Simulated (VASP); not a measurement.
Wanted: the native input for a VASP 6.6.1 run.

| Property | Result |
| --- | --- |
| Task | single point |
| Functional | PBE |
| Potentials or basis | VASP PAW PBE potentials, release 64 (Ca_sv, Se) |
| Cutoff | 520 eV |
| k mesh | 6 × 6 × 6 |
| Occupations | fermi-dirac, width 0.02 eV |
| Spin | no spin polarisation |
| Dipole correction | no |
| Further INCAR settings | ALGO = Normal; EDIFF = 1e-07; NBANDS = 15 |

The structure of CaSe lies in POSCAR:

```
CaSe
1.0
    0.0000000000      3.4310771062      3.2795613709
    3.4310771062      0.0000000000      3.2795613709
    3.4310771062      3.4310771062      0.0000000000
Ca Se
1 1
Direct
    0.0000000000      0.0000000000      0.0000000000
    0.2500000000      0.2500000000      0.2500000000
```

This cell differs from its parent crystal: biaxial xy strain +4.6%.

The input as run:

INCAR

```
ALGO = Normal
EDIFF = 1E-7
ENCUT = 520
GGA = PE
ISIF = 2
ISMEAR = -1
LASPH = T
LCHARG = F
LREAL = F
LWAVE = F
NBANDS = 15
NELM = 80
PREC = Accurate
SIGMA = 0.02
```

KPOINTS

```
k-points
0
Gamma
  6 6 6
```

Potentials or basis: VASP PAW PBE potentials, release 64 (Ca_sv, Se).

Launch:

```bash
$ cat potpaw_PBE.64/Ca_sv/POTCAR potpaw_PBE.64/Se/POTCAR > POTCAR
$ mpirun -np 1 vasp_std > vasp.out
```

Results of the run:

The pressure is -2.1 GPa. The band gap on the k mesh is 2.88 eV (least direct gap 2.95 eV).

Caveat: the cell differs from its parent crystal (biaxial xy strain +4.6%); the structure was generated, so it needn't be the stable form of CaSe.

It took 20 s on 1 thread of Intel(R) Xeon(R) Platinum 8488C (Sapphire Rapids), on a shared host, peak memory 0.21 GiB.
